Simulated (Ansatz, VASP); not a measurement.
**Hf2C: VASP beside Ansatz**

```
CELL_PARAMETERS angstrom
1.64334 0.94878 5.28335
-1.64334 0.94878 5.28335
0.00000 -1.89756 5.28335
ATOMIC_POSITIONS crystal
Hf 0.74571 0.74571 0.74571
Hf 0.25429 0.25429 0.25429
C 0.00000 0.00000 0.00000
```

Alike in both runs: functional PBE; k mesh 6 × 6 × 6; occupations gaussian, width 0.1 eV; no spin polarisation.

Ansatz relaxed the structure, and its values are those at the end. VASP's run is a single point on that final structure, the one shown.

|  | VASP | Ansatz |
| --- | --- | --- |
| version | VASP 6.6.1 | Ansatz 0.2.0 |
| potentials or method | VASP PAW PBE potentials, release 64 (Hf_pv, C), cutoff 520 eV | scalar-relativistic, plane waves, PAW |
| valence electrons in the cell | 24 | 56 |

VASP gave:

| Property | Result |
| --- | --- |
| gap on the k mesh at the Fermi level (eV) | none |
| pressure (GPa) | -0.6 |
| rms of the force components (eV/Å) | 0.029 |

Problem. What did Ansatz give for the same quantities?

Solution. gap on the k mesh at the Fermi level (eV): none; pressure (GPa): 0.1; rms of the force components (eV/Å): 0.006.

A gap of «none» marks a metal or a gap that the smearing closes. VASP's potentials hold 24 valence electrons a cell and Ansatz's 56, so a difference there can come from the potentials and not from the codes.

The k mesh is coarse, so the values compare programs but aren't converged. Neither program's run includes spin-orbit coupling.
